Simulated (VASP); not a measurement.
# K (Im-3m) in VASP: a series of runs

The runs below take K through single point, with PBE.

Everything below comes from runs of VASP 6.6.1. Logs are shortened: lines on timing, memory, paths and dates and some standing lists are left out, and cuts for length are marked.

## Step 1: The cell of the first run

The structure is cubic, space group Im-3m (No. 229). The conventional cell has a = 4.704 Å, b = 4.704 Å, c = 4.704 Å, α = 90.00°, β = 90.00°, γ = 90.00°. Within 5.3 Å of K (site symmetry m-3m) lie 14 K at 4.07 to 4.70 Å.

## Step 2: Single point, PBE

INCAR reads:

```
SYSTEM = K
ALGO = Normal
EDIFF = 1E-6
ENCUT = 500
GGA = PE
GGA_COMPAT = .FALSE.
ISIF = 2
ISMEAR = -1
LASPH = .TRUE.
LCHARG = .FALSE.
LREAL = .FALSE.
LWAVE = .FALSE.
NBANDS = 10
NELM = 120
PREC = Accurate
SIGMA = 0.025851999786435532
```

KPOINTS reads:

```
k-points
0
G
  6 6 6
  0 0 0
```

POSCAR reads:

```
K
1.0
   -2.3518826289      2.3518826289      2.3518826289
    2.3518826289     -2.3518826289      2.3518826289
    2.3518826289      2.3518826289     -2.3518826289
K
1
Direct
    0.0000000000      0.0000000000      0.0000000000
```

Potentials or basis: VASP PAW PBE potentials, release 64 (K_sv).

Command:

```sh
> cat potpaw_PBE.64/K_sv/POTCAR > POTCAR
> mpirun -np 1 vasp_std > vasp.out
```

OUTCAR:

```text
SYSTEM = K
   EDIFF = 1E-6
   ENCUT = 500
   GGA = PE
   ISIF = 2
   ISMEAR = -1
   LASPH = .TRUE.
   LREAL = .FALSE.
   NELM = 120
   PREC = Accurate

 ion  position               nearest neighbor table
   1  0.000  0.000  0.000-

  LATTYP: Found a body centered cubic cell.
 ALAT       =     4.7037652578

  Lattice vectors:

 A1 = (  -2.3518826289,   2.3518826289,   2.3518826289)
 A2 = (   2.3518826289,  -2.3518826289,   2.3518826289)
 A3 = (   2.3518826289,   2.3518826289,  -2.3518826289)

Analysis of symmetry for initial positions (statically):
=====================================================================
 Subroutine PRICEL returns:
 Original cell was already a primitive cell.

 Routine SETGRP: Setting up the symmetry group for a
 body centered cubic supercell.

 Subroutine GETGRP returns: Found 48 space group operations
 (whereof 48 operations were pure point group operations)
 out of a pool of 48 trial point group operations.

The static configuration has the point symmetry O_h .

Analysis of symmetry for dynamics (positions and initial velocities):
=====================================================================
 Subroutine PRICEL returns:
 Original cell was already a primitive cell.

 Routine SETGRP: Setting up the symmetry group for a
 body centered cubic supercell.

 Subroutine GETGRP returns: Found 48 space group operations
 (whereof 48 operations were pure point group operations)
 out of a pool of 48 trial point group operations.

The dynamic configuration has the point symmetry O_h .

 Subroutine INISYM returns: Found 48 space group operations
 (whereof 48 operations are pure point group operations),
 and found     1 'primitive' translations

----------------------------------------------------------------------------------------

                                     Primitive cell

  volume of cell :      52.0364

  direct lattice vectors                    reciprocal lattice vectors
    -2.351882629  2.351882629  2.351882629     0.000000000  0.212595643  0.212595643
     2.351882629 -2.351882629  2.351882629     0.212595643  0.000000000  0.212595643
     2.351882629  2.351882629 -2.351882629     0.212595643  0.212595643  0.000000000

  length of vectors
     4.073580207  4.073580207  4.073580207     0.300655642  0.300655642  0.300655642

  position of ions in fractional coordinates (direct lattice)
     0.000000000  0.000000000  0.000000000

  ion indices of the primitive-cell ions
   primitive index   ion index
                 1           1

----------------------------------------------------------------------------------------

 KPOINTS: k-points

Automatic generation of k-mesh.
 Grid dimensions read from file:
 generate k-points for:    6    6    6

 Generating k-lattice:

  Cartesian coordinates                     Fractional coordinates (reciprocal lattice)
     0.000000000  0.035432607  0.035432607     0.166666667  0.000000000  0.000000000
     0.035432607  0.000000000  0.035432607     0.000000000  0.166666667  0.000000000
     0.035432607  0.035432607  0.000000000     0.000000000  0.000000000  0.166666667

  Length of vectors
     0.050109274  0.050109274  0.050109274

  Shift w.r.t. Gamma in fractional coordinates (k-lattice)
     0.000000000  0.000000000  0.000000000

 Subroutine IBZKPT returns following result:
 ===========================================

 Found     16 irreducible k-points:

 Following reciprocal coordinates:
            Coordinates               Weight
  0.000000  0.000000  0.000000      1.000000
  0.166667  0.000000  0.000000     12.000000
  0.333333  0.000000  0.000000     12.000000
  0.500000  0.000000  0.000000      6.000000
  0.166667  0.166667  0.000000     24.000000
  0.333333  0.166667 -0.000000     48.000000
[... 8 lines left out ...]
  0.500000  0.500000  0.333333     12.000000
  0.500000  0.500000  0.500000      1.000000
   k-points           NKPTS =     16   k-points in BZ     NKDIM =     16   number of bands    NBANDS=     10
   number of dos      NEDOS =    301   number of ions     NIONS =      1
   total plane-waves  NPLWV =  27000
   dimension x,y,z NGX =    30 NGY =   30 NGZ =   30
   dimension x,y,z NGXF=    60 NGYF=   60 NGZF=   60
   ions per type =               1
   NGX,Y,Z   is equivalent  to a cutoff of  12.24, 12.24, 12.24 a.u.
   NGXF,Y,Z  is equivalent  to a cutoff of  24.49, 24.49, 24.49 a.u.
 SYSTEM =  K
   PREC   = accura    normal or accurate (medium, high low for compatibility)
   ISTART =      0    job   : 0-new  1-cont  2-samecut
   ICHARG =      2    charge: 1-file 2-atom 10-const
   ISPIN  =      1    spin polarized calculation?
   LNONCOLLINEAR =      F non collinear calculations
   LSORBIT =      F    spin-orbit coupling
   LASPH  =      T    aspherical Exc in radial PAW
   ENCUT  =  500.0 eV  36.75 Ry    6.06 a.u.   7.43  7.43  7.43*2*pi/ulx,y,z
   NELM   =    120;   NELMIN=  2; NELMDL= -5     # of ELM steps
   EDIFF  = 0.1E-05   stopping-criterion for ELM
   LREAL  =      F    real-space projection
   EDIFFG = 0.1E-04   stopping-criterion for IOM
   NSW    =      0    number of steps for IOM
   IBRION =     -1    ionic relax: 0-MD 1-quasi-New 2-CG
   NFREE  =      0    steps in history (QN), initial steepest desc. (CG)
   ISIF   =      2    stress and relaxation
   ISYM   =      2    0-nonsym 1-usesym 2-fastsym
   POTIM  = 0.5000    time-step for ionic-motion
   TEBEG  =    0.0;   TEEND  =   0.0 temperature during run
   PSTRESS=    0.0 pullay stress
   NELECT =       9.0000    total number of electrons
   NUPDOWN=      -1.0000    fix difference up-down
   EMIN   =  10.00;   EMAX   =-10.00  energy-range for DOS
   EFERMI =   0.00;   METHOD = LEGACY
   ISMEAR =    -1;   SIGMA  =   0.03  broadening in eV -4-tet -1-fermi 0-gaus
   EFERMI_NEDOS =   21; number of points for ismear=-14 and -15
   IALGO  =     38    algorithm
   IMIX   =      4    mixing-type and parameters
     AMIX     =   0.40;   BMIX     =  1.00
     AMIX_MAG =   1.60;   BMIX_MAG =  1.00
  volume/ion in A,a.u.               =      52.04       351.16
  Fermi-wavevector in a.u.,A,eV,Ry     =   0.912123  1.723662 11.319614  0.831968
  Thomas-Fermi vector in A             =   2.036482
   LORBIT       =      0    0 simple, 1 ext, 2 COOP (PROOUT), +10 PAW based schemes
   GGA     = PE    functional components
   LHFCALC =     F    Hartree Fock is set to
   AEXX    =    0.0000 exact exchange contribution
   IVDW    =     0    specifies the selected vdW correction
   LEPSILON=     F    determine dielectric tensor
   LRPA    =     F    only Hartree local field effects (RPA)
 non-spin polarized calculation
  energy-cutoff  :      500.00
  volume of cell :       52.04
 maximum number of plane-waves:      1345
 NGX is ok and might be reduce to    30
   NGX = 15   NGY = 15   NGZ = 15

 number of electron       8.9999999 magnetization

 Free energy of the ion-electron system (eV)
  ---------------------------------------------------
  ext. energy  EPLUGINS =         0.00000000
  ---------------------------------------------------
  free energy    TOTEN  =        -0.89952329 eV

  energy without entropy =       -0.89164829  energy(sigma->0) =       -0.89558579

 E-fermi :   0.8513     XC(G=0):  -6.5624

 val. band max:        0.5571045343   @ k =   0.1667   0.1667   0.1667
 cond. band min:       0.8578424956   @ k =   0.3333   0.1667  -0.0000
 fundamental gap:      0.3007379613
 Fermi energy:         0.8513452129

 k-point     1 :       0.0000    0.0000    0.0000
  band No.  band energies     occupation
      1     -31.2073      2.00000
      2     -14.6036      2.00000
      3     -14.6036      2.00000
      4     -14.6036      2.00000
      5      -1.8761      2.00000
      6       5.3809      0.00000
      7       5.3809      0.00000
      8       5.3809      0.00000
      9       6.5419      0.00000
     10       6.5419      0.00000

 k-point     2 :       0.1667    0.0000    0.0000
  band No.  band energies     occupation
      1     -31.2023      2.00000
      2     -14.6597      2.00000
      3     -14.6208      2.00000
      4     -14.6040      2.00000
      5      -1.4198      2.00000
      6       4.7107      0.00000
      7       4.9241      0.00000
      8       5.7934      0.00000
      9       6.2412      0.00000
     10       6.4963      0.00000

 k-point     3 :       0.3333    0.0000    0.0000
  band No.  band energies     occupation
      1     -31.1922      2.00000
      2     -14.7681      2.00000
      3     -14.6549      2.00000
      4     -14.6047      2.00000
      5      -0.1955      2.00000
      6       3.1252      0.00000
      7       4.2642      0.00000
      8       6.4634      0.00000
      9       6.6937      0.00000
     10       6.9671      0.00000

 k-point     4 :       0.5000    0.0000    0.0000
  band No.  band energies     occupation
      1     -31.1872      2.00000
      2     -14.8206      2.00000
      3     -14.6718      2.00000
      4     -14.6051      2.00000
      5       1.1687      0.00001
      6       1.7589      0.00000
      7       4.0028      0.00000
      8       6.3927      0.00000
      9       7.1873      0.00000
     10       7.9968      0.00000

 k-point     5 :       0.1667    0.1667    0.0000
  band No.  band energies     occupation
      1     -31.1947      2.00000
      2     -14.7329      2.00000
      3     -14.6433      2.00000
      4     -14.6164      2.00000
      5      -0.5741      2.00000
      6       3.7656      0.00000
      7       4.2027      0.00000
      8       6.1047      0.00000
      9       6.4950      0.00000
     10       6.9626      0.00000

 k-point     6 :       0.3333    0.1667   -0.0000
  band No.  band energies     occupation
      1     -31.1872      2.00000
      2     -14.7928      2.00000
      3     -14.6845      2.00000
      4     -14.6211      2.00000
      5       0.8578      0.87499
      6       2.4497      0.00000
      7       3.6610      0.00000
      8       6.2273      0.00000
      9       6.9833      0.00000
     10       7.5576      0.00000

 k-point     7 :       0.3333    0.3333    0.0000
  band No.  band energies     occupation
      1     -31.1846      2.00000
      2     -14.7518      2.00000
      3     -14.7518      2.00000
      4     -14.6304      2.00000
      5       2.1374      0.00000
      6       2.1374      0.00000
      7       2.6031      0.00000
      8       6.6727      0.00000
      9       6.7931      0.00000
     10       6.7931      0.00000

 k-point     8 :       0.1667    0.1667    0.1667
  band No.  band energies     occupation
      1     -31.1890      2.00000
      2     -14.7742      2.00000
      3     -14.6523      2.00000
      4     -14.6523      2.00000
      5       0.5571      1.99998
      6       3.1576      0.00000
      7       3.1576      0.00000
      8       6.7130      0.00000
      9       7.0055      0.00000
     10       7.0055      0.00000

 k-point     9 :       0.3333    0.1667    0.1667
  band No.  band energies     occupation
      1     -31.1862      2.00000
      2     -14.7646      2.00000
      3     -14.7005      2.00000
      4     -14.6568      2.00000
      5       1.9802      0.00000
      6       2.0187      0.00000
      7       2.9671      0.00000
      8       5.9072      0.00000
      9       7.1716      0.00000
     10       7.2635      0.00000

 k-point    10 :      -0.1667    0.1667    0.1667
  band No.  band energies     occupation
      1     -31.1976      2.00000
      2     -14.6720      2.00000
      3     -14.6388      2.00000
      4     -14.6388      2.00000
      5      -0.9852      2.00000
      6       4.7496      0.00000
      7       4.8876      0.00000
      8       4.8876      0.00000
      9       5.8868      0.00000
     10       7.1276      0.00000

 k-point    11 :      -0.3333    0.3333    0.1667
  band No.  band energies     occupation
      1     -31.1882      2.00000
      2     -14.7576      2.00000
      3     -14.6744      2.00000
      4     -14.6446      2.00000
      5       0.1806      2.00000
      6       3.1991      0.00000
      7       4.4886      0.00000
      8       5.1248      0.00000
      9       6.8493      0.00000
     10       6.8883      0.00000

 k-point    12 :       0.5000    0.5000    0.1667
  band No.  band energies     occupation
      1     -31.1835      2.00000
      2     -14.8036      2.00000
      3     -14.6921      2.00000
      4     -14.6428      2.00000
      5       1.5899      0.00000
      6       1.8279      0.00000
      7       4.2845      0.00000
      8       5.0098      0.00000
      9       6.8322      0.00000
     10       8.2742      0.00000

 k-point    13 :      -0.3333    0.5000    0.1667
  band No.  band energies     occupation
      1     -31.1816      2.00000
      2     -14.7759      2.00000
      3     -14.7261      2.00000
      4     -14.6570      2.00000
      5       1.4360      0.00000
      6       2.5117      0.00000
      7       3.6238      0.00000
      8       5.6077      0.00000
      9       6.2360      0.00000
     10       7.7701      0.00000

 k-point    14 :      -0.3333    0.3333    0.3333
  band No.  band energies     occupation
      1     -31.1801      2.00000
      2     -14.7455      2.00000
      3     -14.7132      2.00000
      4     -14.7132      2.00000
      5       1.1177      0.00007
      6       2.8611      0.00000
      7       4.8530      0.00000
      8       4.8530      0.00000
      9       5.6053      0.00000
     10       7.1440      0.00000

 k-point    15 :       0.5000    0.5000    0.3333
  band No.  band energies     occupation
      1     -31.1760      2.00000
      2     -14.7695      2.00000
      3     -14.7324      2.00000
      4     -14.7165      2.00000
      5       2.0325      0.00000
      6       2.2212      0.00000
      7       4.4896      0.00000
      8       4.9500      0.00000
      9       5.9119      0.00000
     10       8.1018      0.00000

 k-point    16 :       0.5000    0.5000    0.5000
  band No.  band energies     occupation
      1     -31.1723      2.00000
      2     -14.7524      2.00000
      3     -14.7524      2.00000
      4     -14.7524      2.00000
      5       2.1893      0.00000
      6       2.1893      0.00000
      7       5.3740      0.00000
      8       5.3740      0.00000
      9       5.3740      0.00000
     10       7.9894      0.00000

------------------------ aborting loop because EDIFF is reached ----------------------------------------

  FORCE on cell =-STRESS in cart. coord.  units (eV):
  Direction    XX          YY          ZZ          XY          YZ          ZX
  --------------------------------------------------------------------------------------
  -------------------------------------------------------------------------------------
  Total        0.7908296      0.7908296      0.7908296      0.0000000     -0.0000000      0.0000000
  in kB       24.3493049     24.3493049     24.3493049      0.0000000     -0.0000000      0.0000000
  external PRESSURE =      24.3493049 kB  Pullay stress =       0.0000000 kB

 VOLUME and BASIS-vectors are now :
 -----------------------------------------------------------------------------
  energy-cutoff  :      500.00
  volume of cell :       52.04
      direct lattice vectors                 reciprocal lattice vectors
    -2.351882629  2.351882629  2.351882629     0.000000000  0.212595643  0.212595643
     2.351882629 -2.351882629  2.351882629     0.212595643  0.000000000  0.212595643
     2.351882629  2.351882629 -2.351882629     0.212595643  0.212595643  0.000000000

 POSITION                                       TOTAL-FORCE (eV/Angst)
 -----------------------------------------------------------------------------------
      0.00000      0.00000      0.00000        -0.000000     -0.000000     -0.000000
 -----------------------------------------------------------------------------------
    total drift:                               -0.000000     -0.000000      0.000000

  FREE ENERGIE OF THE ION-ELECTRON SYSTEM (eV)
  ---------------------------------------------------
  free  energy   TOTEN  =        -0.8995232907 eV

  energy  without entropy=       -0.8916482872  energy(sigma->0) =       -0.89558579
```

Run time: 9.6 s. Hardware: 1 thread of Intel Xeon 8259CL, shared host; peak memory 0.16 GiB.

Results:

| Property | Result |
| --- | --- |
| Free energy | -0.8995 eV |
| Pressure | 2.4 GPa |
| Band gap on the k mesh | zero (an odd number of electrons rules out a gap without spin polarisation) |

Levels at points of the mesh, in eV from the Fermi level:
```csv
k point,band 1,band 2,band 3,band 4,band 5,band 6,band 7,band 8,band 9
"(0.00, 0.00, 0.00)",-32.06,-15.45,-15.45,-15.45,-2.73,4.53,4.53,4.53,5.69
"(0.50, 0.00, 0.00)",-32.04,-15.67,-15.52,-15.46,0.32,0.91,3.15,5.54,6.34
"(0.50, 0.50, 0.50)",-32.02,-15.60,-15.60,-15.60,1.34,1.34,4.52,4.52,4.52
```

[end of part 1 of 2]

The gap in the log of VASP goes by the Fermi energy; the results here count the filled bands.